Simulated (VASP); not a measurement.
# BaTiO3 (Pm-3m) in VASP: a series of runs

The runs below take BaTiO3 through single point, with PBEsol.

Program: VASP 6.6.1. These are calculated values, not measurements. Logs are shortened: lines on timing, memory, paths and dates and some standing lists are left out, and cuts for length are marked.

## Step 1: The cell of the first run

The structure is cubic, space group Pm-3m (No. 221). The conventional cell has a = 3.896 Å, b = 3.896 Å, c = 3.896 Å, α = 90.00°, β = 90.00°, γ = 90.00°. Within 3.6 Å of Ba (site symmetry m-3m) lie 12 O at 2.76 Å and 8 Ti at 3.37 Å. Ti (site symmetry m-3m) has 6 O at 1.95 Å within 2.6 Å. Within 2.6 Å of O (site symmetry 4/mmm) lie 2 Ti at 1.95 Å.

## Step 2: Single point, PBEsol

INCAR

```
ALGO = Normal ; EDIFF = 1E-6
ENCUT = 1340 ; GGA = PS
GGA_COMPAT = F ; ISIF = 2
ISMEAR = 0 ; LASPH = T
LCHARG = F ; LREAL = F
LWAVE = F ; NBANDS = 28
NELM = 120 ; PREC = Accurate
SIGMA = 0.01
```

KPOINTS

```
k-points
0
Gamma
  4 4 4
```

POSCAR

```
BaTiO3
1.0
    3.8961908378      0.0000000000      0.0000000000
    0.0000000000      3.8961908378      0.0000000000
    0.0000000000      0.0000000000      3.8961908378
Ba Ti O
1 1 3
Direct
    0.5000000000      0.5000000000      0.5000000000
    0.0000000000      0.0000000000      0.0000000000
    0.5000000000      0.0000000000      0.0000000000
    0.0000000000      0.5000000000      0.0000000000
    0.0000000000      0.0000000000      0.5000000000
```

Potentials or basis: VASP PAW PBE potentials, release 64 (Ba_sv, Ti_sv, O_h).

Started as:

```
cat potpaw_PBE.64/Ba_sv/POTCAR potpaw_PBE.64/Ti_sv/POTCAR potpaw_PBE.64/O_h/POTCAR > POTCAR
mpirun -np 1 vasp_std > vasp.out
```

OUTCAR:

```text
EDIFF = 1E-6
   ENCUT = 1340
   GGA = PS
   ISIF = 2
   ISMEAR = 0
   LASPH = T
   LREAL = F
   NELM = 120
   PREC = Accurate

 ion  position               nearest neighbor table
   1  0.500  0.500  0.500-   3 2.76   4 2.76   5 2.76   3 2.76   4 2.76   3 2.76   5 2.76   3 2.76
                             4 2.76   5 2.76   4 2.76   5 2.76   2 3.37   2 3.37   2 3.37   2 3.37
   2  0.000  0.000  0.000-   3 1.95   4 1.95   5 1.95   5 1.95   4 1.95   3 1.95   1 3.37   1 3.37
                             1 3.37   1 3.37   1 3.37   1 3.37   1 3.37   1 3.37
   3  0.500  0.000  0.000-   2 1.95   2 1.95   1 2.76   1 2.76   1 2.76   1 2.76
   4  0.000  0.500  0.000-   2 1.95   2 1.95   1 2.76   1 2.76   1 2.76   1 2.76
   5  0.000  0.000  0.500-   2 1.95   2 1.95   1 2.76   1 2.76   1 2.76   1 2.76

  LATTYP: Found a simple cubic cell.
 ALAT       =     3.8961908378

  Lattice vectors:

 A1 = (   3.8961908378,   0.0000000000,   0.0000000000)
 A2 = (   0.0000000000,   3.8961908378,   0.0000000000)
 A3 = (   0.0000000000,   0.0000000000,   3.8961908378)

Analysis of symmetry for initial positions (statically):
=====================================================================
 Subroutine PRICEL returns:
 Original cell was already a primitive cell.

 Routine SETGRP: Setting up the symmetry group for a
 simple cubic supercell.

 Subroutine GETGRP returns: Found 48 space group operations
 (whereof 48 operations were pure point group operations)
 out of a pool of 48 trial point group operations.

The static configuration has the point symmetry O_h .

Analysis of symmetry for dynamics (positions and initial velocities):
=====================================================================
 Subroutine PRICEL returns:
 Original cell was already a primitive cell.

 Routine SETGRP: Setting up the symmetry group for a
 simple cubic supercell.

 Subroutine GETGRP returns: Found 48 space group operations
 (whereof 48 operations were pure point group operations)
 out of a pool of 48 trial point group operations.

The dynamic configuration has the point symmetry O_h .

 Subroutine INISYM returns: Found 48 space group operations
 (whereof 48 operations are pure point group operations),
 and found     1 'primitive' translations

----------------------------------------------------------------------------------------

                                     Primitive cell

  volume of cell :      59.1454

  direct lattice vectors                    reciprocal lattice vectors
     3.896190838  0.000000000  0.000000000     0.256660939  0.000000000  0.000000000
     0.000000000  3.896190838  0.000000000     0.000000000  0.256660939  0.000000000
     0.000000000  0.000000000  3.896190838     0.000000000  0.000000000  0.256660939

  length of vectors
     3.896190838  3.896190838  3.896190838     0.256660939  0.256660939  0.256660939

  position of ions in fractional coordinates (direct lattice)
     0.500000000  0.500000000  0.500000000
     0.000000000  0.000000000  0.000000000
     0.500000000  0.000000000  0.000000000
     0.000000000  0.500000000  0.000000000
     0.000000000  0.000000000  0.500000000

  ion indices of the primitive-cell ions
   primitive index   ion index
                 1           1
                 2           2
                 3           3
                 4           4
                 5           5

----------------------------------------------------------------------------------------

 KPOINTS: k-points

Automatic generation of k-mesh.
 Grid dimensions read from file:
 generate k-points for:    4    4    4

 Generating k-lattice:

  Cartesian coordinates                     Fractional coordinates (reciprocal lattice)
     0.064165235  0.000000000  0.000000000     0.250000000  0.000000000  0.000000000
     0.000000000  0.064165235  0.000000000     0.000000000  0.250000000  0.000000000
     0.000000000  0.000000000  0.064165235     0.000000000  0.000000000  0.250000000

  Length of vectors
     0.064165235  0.064165235  0.064165235

  Shift w.r.t. Gamma in fractional coordinates (k-lattice)
     0.000000000  0.000000000  0.000000000

 Subroutine IBZKPT returns following result:
 ===========================================

 Found     10 irreducible k-points:

 Following reciprocal coordinates:
            Coordinates               Weight
  0.000000  0.000000  0.000000      1.000000
  0.250000  0.000000  0.000000      6.000000
  0.500000  0.000000  0.000000      3.000000
  0.250000  0.250000  0.000000     12.000000
  0.500000  0.250000  0.000000     12.000000
  0.500000  0.500000  0.000000      3.000000
  0.250000  0.250000  0.250000      8.000000
  0.500000  0.250000  0.250000     12.000000
  0.500000  0.500000  0.250000      6.000000
  0.500000  0.500000  0.500000      1.000000
   k-points           NKPTS =     10   k-points in BZ     NKDIM =     10   number of bands    NBANDS=     28
   number of dos      NEDOS =    301   number of ions     NIONS =      5
   total plane-waves  NPLWV = 110592
   dimension x,y,z NGX =    48 NGY =   48 NGZ =   48
   dimension x,y,z NGXF=    96 NGYF=   96 NGZF=   96
   ions per type =               1   1   3
   NGX,Y,Z   is equivalent  to a cutoff of  20.48, 20.48, 20.48 a.u.
   NGXF,Y,Z  is equivalent  to a cutoff of  40.96, 40.96, 40.96 a.u.
 SYSTEM =  unknown system
   PREC   = accura    normal or accurate (medium, high low for compatibility)
   ISTART =      0    job   : 0-new  1-cont  2-samecut
   ICHARG =      2    charge: 1-file 2-atom 10-const
   ISPIN  =      1    spin polarized calculation?
   LNONCOLLINEAR =      F non collinear calculations
   LSORBIT =      F    spin-orbit coupling
   LASPH  =      T    aspherical Exc in radial PAW
   ENCUT  = 1340.0 eV  98.49 Ry    9.92 a.u.  11.63 11.63 11.63*2*pi/ulx,y,z
   NELM   =    120;   NELMIN=  2; NELMDL= -5     # of ELM steps
   EDIFF  = 0.1E-05   stopping-criterion for ELM
   LREAL  =      F    real-space projection
[... 7 lines left out ...]
   TEBEG  =    0.0;   TEEND  =   0.0 temperature during run
   PSTRESS=    0.0 pullay stress
   NELECT =      40.0000    total number of electrons
   NUPDOWN=      -1.0000    fix difference up-down
   EMIN   =  10.00;   EMAX   =-10.00  energy-range for DOS
   EFERMI =   0.00;   METHOD = LEGACY
   ISMEAR =     0;   SIGMA  =   0.01  broadening in eV -4-tet -1-fermi 0-gaus
   EFERMI_NEDOS =   21; number of points for ismear=-14 and -15
   IALGO  =     38    algorithm
   IMIX   =      4    mixing-type and parameters
     AMIX     =   0.40;   BMIX     =  1.00
     AMIX_MAG =   1.60;   BMIX_MAG =  1.00
  volume/ion in A,a.u.               =      11.83        79.83
  Fermi-wavevector in a.u.,A,eV,Ry     =   1.436993  2.715523 28.095329  2.064948
  Thomas-Fermi vector in A             =   2.556120
   LORBIT       =      0    0 simple, 1 ext, 2 COOP (PROOUT), +10 PAW based schemes
   GGA     = PS    functional components
   LHFCALC =     F    Hartree Fock is set to
   AEXX    =    0.0000 exact exchange contribution
   IVDW    =     0    specifies the selected vdW correction
   LEPSILON=     F    determine dielectric tensor
   LRPA    =     F    only Hartree local field effects (RPA)
 non-spin polarized calculation
 Gauss-broadening in eV      SIGMA  =   0.01
  energy-cutoff  :     1340.00
  volume of cell :       59.15
 maximum number of plane-waves:      6704
 NGX is ok and might be reduce to    48
   NGX = 23   NGY = 23   NGZ = 23

 number of electron      40.0000003 magnetization

 Free energy of the ion-electron system (eV)
  ---------------------------------------------------
  ext. energy  EPLUGINS =         0.00000000
  ---------------------------------------------------
  free energy    TOTEN  =       -41.81491728 eV

  energy without entropy =      -41.81491728  energy(sigma->0) =      -41.81491728

 E-fermi :   4.9467     XC(G=0): -11.9530

 val. band max:        4.7297022407   @ k =   0.5000   0.5000   0.5000
 cond. band min:       6.5625326154   @ k =   0.0000   0.0000   0.0000
 fundamental gap:      1.8328303747
 Fermi energy:         4.9467474340

 k-point     1 :       0.0000    0.0000    0.0000
  band No.  band energies     occupation
      1     -51.3150      2.00000
      2     -27.6899      2.00000
      3     -27.6899      2.00000
      4     -27.6899      2.00000
      5     -19.8771      2.00000
      6     -12.2513      2.00000
[... 20 lines left out ...]
     27       9.7436      0.00000
     28      12.8508      0.00000

 k-point     2 :       0.2500    0.0000    0.0000
  band No.  band energies     occupation
      1     -51.3142      2.00000
      2     -27.7304      2.00000
      3     -27.6883      2.00000
      4     -27.6883      2.00000
      5     -19.7834      2.00000
      6     -12.4141      2.00000
[... 20 lines left out ...]
     27      11.0195      0.00000
     28      13.4410      0.00000

 k-point     3 :       0.5000    0.0000    0.0000
  band No.  band energies     occupation
      1     -51.3133      2.00000
      2     -27.7704      2.00000
      3     -27.6866      2.00000
      4     -27.6866      2.00000
      5     -19.6854      2.00000
      6     -12.6743      2.00000
[... 20 lines left out ...]
     27      12.6920      0.00000
     28      13.1960      0.00000

 k-point     4 :       0.2500    0.2500    0.0000
  band No.  band energies     occupation
      1     -51.3133      2.00000
      2     -27.7289      2.00000
      3     -27.7272      2.00000
      4     -27.6866      2.00000
      5     -19.7083      2.00000
      6     -12.3036      2.00000
[... 144 lines left out ...]
     27      13.3961      0.00000
     28      13.5736      0.00000

 k-point     9 :       0.5000    0.5000    0.2500
  band No.  band energies     occupation
      1     -51.3109      2.00000
      2     -27.7621      2.00000
      3     -27.7621      2.00000
      4     -27.7220      2.00000
      5     -19.5249      2.00000
      6     -11.6202      2.00000
[... 20 lines left out ...]
     27      13.2295      0.00000
     28      13.3577      0.00000

 k-point    10 :       0.5000    0.5000    0.5000
  band No.  band energies     occupation
      1     -51.3101      2.00000
      2     -27.7600      2.00000
      3     -27.7600      2.00000
      4     -27.7600      2.00000
      5     -19.4752      2.00000
      6     -11.2385      2.00000
[... 20 lines left out ...]
     27      13.3580      0.00000
     28      13.3580      0.00000

------------------------ aborting loop because EDIFF is reached ----------------------------------------

  FORCE on cell =-STRESS in cart. coord.  units (eV):
  Direction    XX          YY          ZZ          XY          YZ          ZX
  --------------------------------------------------------------------------------------
  -------------------------------------------------------------------------------------
  Total        5.1281339      5.1281339      5.1281339      0.0000000     -0.0000000      0.0000000
  in kB      138.9150430    138.9150430    138.9150430      0.0000000     -0.0000000      0.0000000
  external PRESSURE =     138.9150430 kB  Pullay stress =       0.0000000 kB

 VOLUME and BASIS-vectors are now :
 -----------------------------------------------------------------------------
  energy-cutoff  :     1340.00
  volume of cell :       59.15
      direct lattice vectors                 reciprocal lattice vectors
     3.896190838  0.000000000  0.000000000     0.256660939  0.000000000  0.000000000
     0.000000000  3.896190838  0.000000000     0.000000000  0.256660939  0.000000000
     0.000000000  0.000000000  3.896190838     0.000000000  0.000000000  0.256660939

 POSITION                                       TOTAL-FORCE (eV/Angst)
 -----------------------------------------------------------------------------------
      1.94810      1.94810      1.94810         0.000000      0.000000      0.000000
      0.00000      0.00000      0.00000         0.000000      0.000000      0.000000
      1.94810      0.00000      0.00000         0.000000      0.000000      0.000000
      0.00000      1.94810      0.00000         0.000000      0.000000      0.000000
      0.00000      0.00000      1.94810         0.000000      0.000000      0.000000
 -----------------------------------------------------------------------------------
    total drift:                                0.000000      0.000000      0.000000

  FREE ENERGIE OF THE ION-ELECTRON SYSTEM (eV)
  ---------------------------------------------------
  free  energy   TOTEN  =       -41.8149172766 eV

  energy  without entropy=      -41.8149172766  energy(sigma->0) =      -41.81491728
```

Run time: 95 s. Hardware: 1 thread of Intel Xeon Platinum 8488C (Sapphire Rapids), shared host; peak memory 0.36 GiB.

What came out:

```yaml
Free_energy: -41.8149 eV
Pressure: 13.9 GPa
Band_gap_on_the_k_mesh: 1.83 eV (least direct gap 1.89 eV)
```

Caveat: the cell stands under pressure; the PAW data sets were made with another functional, which shifts forces and pressure a little; spin-orbit coupling is left out, which moves the levels of the heavy elements. As with any semilocal functional, this PBEsol gap is likely too small.

## Step 3: Single point, PBEsol

This run uses another cell than the first one, of 13.20 Å³/atom.

INCAR

```
SYSTEM = BaTiO3
  PREC = Accurate
  ENCUT = 1340
  EDIFF = 1E-6
  ISMEAR = 0
  SIGMA = 0.01
  LREAL = .FALSE.
  LASPH = .TRUE.
  NELM = 120
  ALGO = Normal
  ISIF = 2
  LWAVE = .FALSE.
  LCHARG = .TRUE.
  GGA = PS
  LELF = .TRUE.
  LVHAR = .TRUE.
  NBANDS = 28
  GGA_COMPAT = .FALSE.
```

KPOINTS

```
regular mesh
0
G
  4 4 4
  0 0 0
```

POSCAR, as its differences from that of step 2:

```diff
@@ -2,5 +2,5 @@
 1.0
-    3.8961908378      0.0000000000      0.0000000000
-    0.0000000000      3.8961908378      0.0000000000
-    0.0000000000      0.0000000000      3.8961908378
+    4.0412969729      0.0000000000      0.0000000000
+    0.0000000000      4.0412969729      0.0000000000
+    0.0000000000      0.0000000000      4.0412969729
 Ba Ti O
```

Potentials or basis: VASP PAW PBE potentials, release 64 (Ba_sv, Ti_sv, O_h).

Started as:

```
cat potpaw_PBE.64/Ba_sv/POTCAR potpaw_PBE.64/Ti_sv/POTCAR potpaw_PBE.64/O_h/POTCAR > POTCAR
mpirun -np 1 vasp_std > vasp.out
```

Run time: 37 s. Hardware: 1 thread of Intel Xeon 6975P-C (Granite Rapids), shared host; peak memory 0.36 GiB.

The run converged. Its results:

| Property | Result |
| --- | --- |
| Free energy | -41.9276 eV |
| Pressure | -7.0 GPa |
| Band gap on the k mesh | 1.63 eV (least direct gap 1.80 eV) |

Levels at points of the mesh, in eV from the valence-band top:
```tsv
k point	band 16	band 17	band 18	band 19	band 20	band 21	band 22	band 23	band 24	band 25
(0.00, 0.00, 0.00)	-1.06	-1.06	-0.17	-0.17	-0.17	1.63	1.63	1.63	3.72	3.72
(0.50, 0.00, 0.00)	-1.88	-1.82	-1.82	-0.72	-0.72	1.78	3.33	3.33	3.73	5.66
(0.50, 0.50, 0.00)	-2.64	-1.75	-0.89	-0.89	-0.09	3.34	3.34	3.74	4.53	7.40
(0.50, 0.50, 0.50)	-2.43	-2.43	0.00	0.00	0.00	3.98	3.98	3.98	6.50	6.50
```

Caveat: the cell stands under tension; the PAW data sets were made with another functional, which shifts forces and pressure a little; spin-orbit coupling is left out, which moves the levels of the heavy elements.

## Step 4: Single point, PBEsol

This run uses another cell than the first one, of 12.51 Å³/atom.

INCAR

```
SYSTEM = BaTiO3
PREC = Accurate ; ENCUT = 1340
EDIFF = 1E-6 ; ISMEAR = 0
SIGMA = 0.01 ; LREAL = .False.
LASPH = .True. ; NELM = 120
ALGO = Normal ; ISIF = 2
LWAVE = .False. ; LCHARG = .False.
GGA = PS ; NBANDS = 28
GGA_COMPAT = .False.
```

KPOINTS

```
regular mesh
0
Gamma
  4 4 4
  0 0 0
```

POSCAR, as its differences from that of step 3:

```diff
@@ -2,5 +2,5 @@
 1.0
-    4.0412969729      0.0000000000      0.0000000000
-    0.0000000000      4.0412969729      0.0000000000
-    0.0000000000      0.0000000000      4.0412969729
+    3.9700698134      0.0000000000      0.0000000000
+    0.0000000000      3.9700698134      0.0000000000
+    0.0000000000      0.0000000000      3.9700698134
 Ba Ti O
```

Started as:

```
cat potpaw_PBE.64/Ba_sv/POTCAR potpaw_PBE.64/Ti_sv/POTCAR potpaw_PBE.64/O_h/POTCAR > POTCAR
mpirun -np 1 vasp_std > vasp.out
```

It took 68 s on 1 thread of Intel Xeon 6975P-C (Granite Rapids), shared host; peak memory 0.37 GiB.

It converged, with:

```yaml
Free_energy: -41.9823 eV
Pressure: 1.9 GPa
Band_gap_on_the_k_mesh: 1.73 eV (least direct gap 1.85 eV)
```

Levels at points of the mesh, in eV from the valence-band top:
```csv
k point,band 18,band 19,band 20,band 21,band 22,band 23
"(0.00, 0.00, 0.00)",-0.12,-0.12,-0.12,1.73,1.73,1.73
"(0.50, 0.00, 0.00)",-1.89,-0.72,-0.72,1.91,3.60,3.60
"(0.50, 0.50, 0.00)",-0.86,-0.86,-0.10,3.61,3.61,4.02
"(0.50, 0.50, 0.50)",0.00,0.00,0.00,4.31,4.31,4.31
```

Caveat: the PAW data sets were made with another functional, which shifts forces and pressure a little; spin-orbit coupling is left out, which moves the levels of the heavy elements. Expect the measured gap to be larger: semilocal functionals such as PBEsol lack the derivative discontinuity.

## Step 5: Overview

```csv
cell,gap on the mesh (eV),pressure (GPa)
"a = 3.896 Å, 5 atoms",1.83,13.9
"a = 4.041 Å, 5 atoms",1.63,-7.0
"a = 3.970 Å, 5 atoms",1.73,1.9
```

Alike in all rows: task single point; level PBEsol; potentials or basis VASP PAW PBE potentials, release 64 (Ba_sv, Ti_sv, O_h); no spin polarisation; k mesh 4 × 4 × 4; cutoff (eV) 1340; smearing gaussian 0.01 eV.

Caveats: the PAW data sets were made with another functional, which shifts forces and pressure a little; spin-orbit coupling is left out, which moves the levels of the heavy elements; the cell stands under pressure (at least some runs); the cell stands under tension (at least some runs).

Total energies depend on the potentials used, so only differences within one code and one set of settings carry meaning.
